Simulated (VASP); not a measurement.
# NaI in VASP: notebook

NaI is run at these levels: PBE, r2SCAN; tasks: single point.

Program: VASP 6.6.1. These are calculated values, not measurements. Logs are shortened: lines on timing, memory, paths and dates and some standing lists are left out, and cuts for length are marked.

## 1. The cell of the first run

Symmetry: R-3m, No. 166, trigonal system. The conventional cell has a = 5.737 Å, b = 5.737 Å, c = 6.914 Å, α = 90.00°, β = 90.00°, γ = 120.00°. Na (site symmetry -3m) has 8 I at 3.46 to 3.51 Å and 6 Na at 4.04 Å within 4.5 Å. I (site symmetry -3m) has 8 Na at 3.46 to 3.51 Å and 6 I at 4.04 Å within 4.5 Å.

## 2. Single point, PBE (epitaxial 111 strain +0.4%)

Contents of INCAR:

```
SYSTEM = NaI
PREC = Accurate ; ENCUT = 520
EDIFF = 1E-6 ; ISMEAR = -1
SIGMA = 0.02 ; LREAL = .FALSE.
LASPH = .TRUE. ; NELM = 60
ALGO = Normal ; ISIF = 2
LWAVE = .FALSE. ; LCHARG = .TRUE.
GGA = PE ; LELF = .TRUE.
LVHAR = .TRUE. ; NBANDS = 14
```

Contents of KPOINTS:

```
regular mesh
0
G
  6 6 6
  0 0 0
```

Contents of POSCAR:

```
NaI
1.0
    4.0350687143     -0.0216301256     -0.0216301256
   -0.0216301256      4.0350687143     -0.0216301256
   -0.0216301256     -0.0216301256      4.0350687143
Na I
1 1
Direct
    0.0000000000      0.0000000000      0.0000000000
    0.5000000000      0.5000000000      0.5000000000
```

Potentials or basis: VASP PAW PBE potentials, release 64 (Na_pv, I).

Started as:

```
cat potpaw_PBE.64/Na_pv/POTCAR potpaw_PBE.64/I/POTCAR > POTCAR
mpirun -np 1 vasp_std > vasp.out
```

OUTCAR:

```text
SYSTEM = NaI
   PREC = Accurate
   ENCUT = 520
   EDIFF = 1E-6
   ISMEAR = -1
   LREAL = .FALSE.
   LASPH = .TRUE.
   NELM = 60
   ISIF = 2
   GGA = PE

 ion  position               nearest neighbor table
   1  0.000  0.000  0.000-
   2  0.500  0.500  0.500-

  LATTYP: Found a trigonal (rhomboedric) cell.
 ALAT       =     4.0351846617
 COS(alpha) =    -0.0106917195

  Lattice vectors:

 A1 = (   4.0350687143,  -0.0216301256,  -0.0216301256)
 A2 = (  -0.0216301256,   4.0350687143,  -0.0216301256)
 A3 = (  -0.0216301256,  -0.0216301256,   4.0350687143)

Analysis of symmetry for initial positions (statically):
=====================================================================
 Subroutine PRICEL returns:
 Original cell was already a primitive cell.

 Routine SETGRP: Setting up the symmetry group for a
 trigonal (rhombohedral) supercell.

 Subroutine GETGRP returns: Found 12 space group operations
 (whereof 12 operations were pure point group operations)
 out of a pool of 12 trial point group operations.

The static configuration has the point symmetry D_3d.

Analysis of symmetry for dynamics (positions and initial velocities):
=====================================================================
 Subroutine PRICEL returns:
 Original cell was already a primitive cell.

 Routine SETGRP: Setting up the symmetry group for a
 trigonal (rhombohedral) supercell.

 Subroutine GETGRP returns: Found 12 space group operations
 (whereof 12 operations were pure point group operations)
 out of a pool of 12 trial point group operations.

The dynamic configuration has the point symmetry D_3d.

 Subroutine INISYM returns: Found 12 space group operations
 (whereof 12 operations are pure point group operations),
 and found     1 'primitive' translations

----------------------------------------------------------------------------------------

                                     Primitive cell

  volume of cell :      65.6924

  direct lattice vectors                    reciprocal lattice vectors
     4.035068714 -0.021630126 -0.021630126     0.247841575  0.001335724  0.001335724
    -0.021630126  4.035068714 -0.021630126     0.001335724  0.247841575  0.001335724
    -0.021630126 -0.021630126  4.035068714     0.001335724  0.001335724  0.247841575

  length of vectors
     4.035184662  4.035184662  4.035184662     0.247848773  0.247848773  0.247848773

  position of ions in fractional coordinates (direct lattice)
     0.000000000  0.000000000  0.000000000
     0.500000000  0.500000000  0.500000000

[... 86 lines left out ...]
   PSTRESS=    0.0 pullay stress
   NELECT =      14.0000    total number of electrons
   NUPDOWN=      -1.0000    fix difference up-down
   EMIN   =  10.00;   EMAX   =-10.00  energy-range for DOS
   EFERMI =   0.00;   METHOD = LEGACY
   ISMEAR =    -1;   SIGMA  =   0.02  broadening in eV -4-tet -1-fermi 0-gaus
   EFERMI_NEDOS =   21; number of points for ismear=-14 and -15
   IALGO  =     38    algorithm
   IMIX   =      4    mixing-type and parameters
     AMIX     =   0.40;   BMIX     =  1.00
     AMIX_MAG =   1.60;   BMIX_MAG =  1.00
  volume/ion in A,a.u.               =      32.85       221.66
  Fermi-wavevector in a.u.,A,eV,Ry     =   0.977865  1.847898 13.010174  0.956221
  Thomas-Fermi vector in A             =   2.108596
   LORBIT       =      0    0 simple, 1 ext, 2 COOP (PROOUT), +10 PAW based schemes
   GGA     = PE    functional components
   LHFCALC =     F    Hartree Fock is set to
   AEXX    =    0.0000 exact exchange contribution
   IVDW    =     0    specifies the selected vdW correction
   LEPSILON=     F    determine dielectric tensor
   LRPA    =     F    only Hartree local field effects (RPA)
 non-spin polarized calculation
  energy-cutoff  :      520.00
  volume of cell :       65.69
 maximum number of plane-waves:      1787
   NGX = 15   NGY = 15   NGZ = 15

 number of electron      13.9999979 magnetization

 Free energy of the ion-electron system (eV)
  ---------------------------------------------------
  ext. energy  EPLUGINS =         0.00000000
  ---------------------------------------------------
  free energy    TOTEN  =        -5.07234681 eV

  energy without entropy =       -5.07234681  energy(sigma->0) =       -5.07234681

 E-fermi :   2.3751     XC(G=0):  -7.8865

 val. band max:        1.9797804907   @ k =   0.5000   0.5000   0.0000
 cond. band min:       4.2854147460   @ k =   0.0000   0.0000   0.0000
 fundamental gap:      2.3056342553
 Fermi energy:         2.3751056571

 k-point     1 :       0.0000    0.0000    0.0000
  band No.  band energies     occupation
      1     -21.7195      2.00000
      2     -21.7195      2.00000
      3     -21.7174      2.00000
      4      -9.8556      2.00000
      5       1.2898      2.00000
      6       1.3440      2.00000
      7       1.3440      2.00000
      8       4.2854      0.00000
      9       7.5647      0.00000
     10       7.5647      0.00000
     11      13.1447      0.00000
     12      13.1447      0.00000
     13      13.3435      0.00000
     14      13.7946      0.00000
[... 377 lines left out ...]
      1     -21.7262      2.00000
      2     -21.7237      2.00000
      3     -21.7192      2.00000
      4      -9.2481      2.00000
      5      -0.7066      2.00000
      6      -0.0703      2.00000
      7       1.2158      2.00000
      8       5.6189      0.00000
      9       8.0319      0.00000
     10       8.4634      0.00000
     11      10.2418      0.00000
     12      12.0656      0.00000
     13      12.4250      0.00000
     14      12.9803      0.00000

 [... further k-points ...]

------------------------ aborting loop because EDIFF is reached ----------------------------------------

  FORCE on cell =-STRESS in cart. coord.  units (eV):
  Direction    XX          YY          ZZ          XY          YZ          ZX
  --------------------------------------------------------------------------------------
  -------------------------------------------------------------------------------------
  Total        0.1561651      0.1561651      0.1561651     -0.0121337     -0.0121337     -0.0121337
  in kB        3.8087222      3.8087222      3.8087222     -0.2959303     -0.2959303     -0.2959303
  external PRESSURE =       3.8087222 kB  Pullay stress =       0.0000000 kB

 VOLUME and BASIS-vectors are now :
 -----------------------------------------------------------------------------
  energy-cutoff  :      520.00
  volume of cell :       65.69
      direct lattice vectors                 reciprocal lattice vectors
     4.035068714 -0.021630126 -0.021630126     0.247841575  0.001335724  0.001335724
    -0.021630126  4.035068714 -0.021630126     0.001335724  0.247841575  0.001335724
    -0.021630126 -0.021630126  4.035068714     0.001335724  0.001335724  0.247841575

 POSITION                                       TOTAL-FORCE (eV/Angst)
 -----------------------------------------------------------------------------------
      0.00000      0.00000      0.00000         0.000000      0.000000      0.000000
      1.99590      1.99590      1.99590        -0.000000     -0.000000      0.000000
 -----------------------------------------------------------------------------------
    total drift:                                0.000000     -0.000000     -0.000000

  FREE ENERGIE OF THE ION-ELECTRON SYSTEM (eV)
  ---------------------------------------------------
  free  energy   TOTEN  =        -5.0723468132 eV

  energy  without entropy=       -5.0723468132  energy(sigma->0) =       -5.07234681
```

Wall time 9.2 s (1 thread of Intel Xeon 6975P-C (Granite Rapids), shared host); peak memory 0.18 GiB.

What came out:

* Free energy: -5.0723 eV
* Pressure: 0.4 GPa
* Band gap on the k mesh: 2.31 eV (least direct gap 2.78 eV)

Caveat: the cell differs from its parent crystal (epitaxial 111 strain +0.4%); the structure was generated, so it needn't be the stable form of NaI; spin-orbit coupling is left out, which moves the levels of the heavy elements.

## 3. Single point, PBE (uniaxial x strain -4.7%)

Contents of INCAR:

```
PREC = Accurate
ENCUT = 520
EDIFF = 1E-7
ISMEAR = -1
SIGMA = 0.02
LREAL = F
LASPH = T
NELM = 80
ALGO = Normal
ISIF = 2
LWAVE = F
LCHARG = F
GGA = PE
NBANDS = 14
```

Contents of KPOINTS:

```
Automatic mesh
0
Gamma
  6 6 6
```

Contents of POSCAR:

```
NaI
1.0
    3.8490152539      0.0000000000      0.0000000000
    0.0000000000      4.0405366932      0.0000000000
    0.0000000000      0.0000000000      4.0405366932
Na I
1 1
Direct
    0.0000000000      0.0000000000      0.0000000000
    0.5000000000      0.5000000000      0.5000000000
```

Potentials or basis: VASP PAW PBE potentials, release 64 (Na_pv, I).

Started as:

```
cat potpaw_PBE.64/Na_pv/POTCAR potpaw_PBE.64/I/POTCAR > POTCAR
mpirun -np 1 vasp_std > vasp.out
```

Run time: 12 s. Hardware: 1 thread of Intel Xeon 6975P-C (Granite Rapids), shared host; peak memory 0.18 GiB.

The run converged. Its results:

```yaml
Free_energy: -5.0403 eV
Pressure: 1.3 GPa
Band_gap_on_the_k_mesh: 2.09 eV (least direct gap 2.30 eV)
```

Stress tensor (GPa, compression positive):
```
3.19 0.00 0.00
0.00 0.41 0.00
0.00 0.00 0.41
```

Levels at points of the mesh, in eV from the valence-band top:
| k point | band 4 | band 5 | band 6 | band 7 | band 8 | band 9 | band 10 | band 11 |
| --- | --- | --- | --- | --- | --- | --- | --- | --- |
| (0.00, 0.00, 0.00) | -12.27 | -1.11 | -1.11 | -0.62 | 2.09 | 5.07 | 5.45 | 11.05 |
| (0.50, 0.00, 0.00) | -11.80 | -3.78 | -0.67 | -0.67 | 4.34 | 6.26 | 6.75 | 7.51 |
| (0.00, 0.50, 0.00) | -11.93 | -3.76 | -0.79 | -0.31 | 4.48 | 6.21 | 6.80 | 7.39 |
| (0.50, 0.50, 0.00) | -11.52 | -3.14 | -2.93 | -0.34 | 2.52 | 6.69 | 7.95 | 8.16 |
| (0.00, 0.50, 0.50) | -11.64 | -3.07 | -3.07 | 0.00 | 2.30 | 7.05 | 8.43 | 8.43 |
| (0.50, 0.50, 0.50) | -11.24 | -2.67 | -2.45 | -2.45 | 3.84 | 3.84 | 3.84 | 6.44 |

Caveat: the cell differs from its parent crystal (uniaxial x strain -4.7%); the structure was generated, so it needn't be the stable form of NaI; spin-orbit coupling is left out, which moves the levels of the heavy elements.

## 4. Single point, r2SCAN (epitaxial 111 strain +0.4%)

Contents of POSCAR:

```
NaI
1.0
    4.0350687143     -0.0216301256     -0.0216301256
   -0.0216301256      4.0350687143     -0.0216301256
   -0.0216301256     -0.0216301256      4.0350687143
Na I
1 1
Direct
    0.0000000000      0.0000000000      0.0000000000
    0.5000000000      0.5000000000      0.5000000000
```

Contents of INCAR.step1:

```
PREC = Accurate ; ENCUT = 520
ISMEAR = 0 ; SIGMA = 0.01
LREAL = False ; LASPH = True
NELM = 80 ; NBANDS = 14
GGA = PE ; ALGO = Normal
EDIFF = 1E-4 ; LWAVE = True
LCHARG = False
```

Contents of INCAR.step2:

```
PREC = Accurate ; ENCUT = 520
EDIFF = 1E-7 ; ISMEAR = 0
SIGMA = 0.01 ; LREAL = False
LASPH = True ; NELM = 80
ALGO = Normal ; ISIF = 2
LWAVE = False ; LCHARG = False
METAGGA = R2SCAN ; LMIXTAU = True
NBANDS = 14 ; ISTART = 1
```

Contents of KPOINTS:

```
regular mesh
0
Gamma
  6 6 6
```

Started as:

```
cat potpaw_PBE.64/Na_pv/POTCAR potpaw_PBE.64/I/POTCAR > POTCAR
cp INCAR.step1 INCAR
mpirun -np 1 vasp_std > vasp.out
cp INCAR.step2 INCAR
mpirun -np 1 vasp_std > vasp.out
```

It took 43 s on 1 thread of Intel Xeon 6975P-C (Granite Rapids), shared host; peak memory 0.18 GiB.

It converged, with:

```yaml
Free_energy: -30.7303 eV
Pressure: 0.0 GPa
Band_gap_on_the_k_mesh: 3.08 eV (least direct gap 3.36 eV)
```

Levels at points of the mesh, in eV from the valence-band top:
```csv
k point,band 3,band 4,band 5,band 6,band 7,band 8,band 9,band 10,band 11,band 12
"(0.00, 0.00, 0.00)",-24.56,-12.20,-0.71,-0.66,-0.66,3.08,6.11,6.11,12.18,12.18
"(0.50, 0.00, 0.00)",-24.56,-11.84,-3.32,-0.36,-0.32,5.33,7.19,7.66,8.51,8.55
"(0.50, 0.50, 0.00)",-24.56,-11.53,-2.68,-2.65,0.00,3.36,7.69,9.01,9.09,9.40
"(0.50, 0.50, 0.50)",-24.57,-11.23,-2.18,-2.18,-2.15,4.62,4.62,4.73,7.58,14.62
```

Caveat: the cell differs from its parent crystal (epitaxial 111 strain +0.4%); the structure was generated, so it needn't be the stable form of NaI; the PAW data sets were made with another functional, which shifts forces and pressure a little; spin-orbit coupling is left out, which moves the levels of the heavy elements.

## 5. The runs side by side

```tsv
level	cell	smearing	gap on the mesh (eV)	pressure (GPa)
PBE	a = 4.035 Å, angles 90.6°, 2 atoms	fermi-dirac 0.02 eV	2.31	0.4
PBE	a = 3.849, b = 4.041, c = 4.041 Å, 2 atoms	fermi-dirac 0.02 eV	2.09	1.3
r2SCAN	a = 4.035 Å, angles 90.6°, 2 atoms	gaussian 0.01 eV	3.08	0.0
```

Alike in all rows: task single point; potentials or basis VASP PAW PBE potentials, release 64 (Na_pv, I); no spin polarisation; k mesh 6 × 6 × 6; cutoff (eV) 520.

Caveats: the structure was generated, so it needn't be the stable form of NaI; spin-orbit coupling is left out, which moves the levels of the heavy elements; the PAW data sets were made with another functional, which shifts forces and pressure a little (at least some runs).

Absolute energies hang on the potentials; compare differences alone.
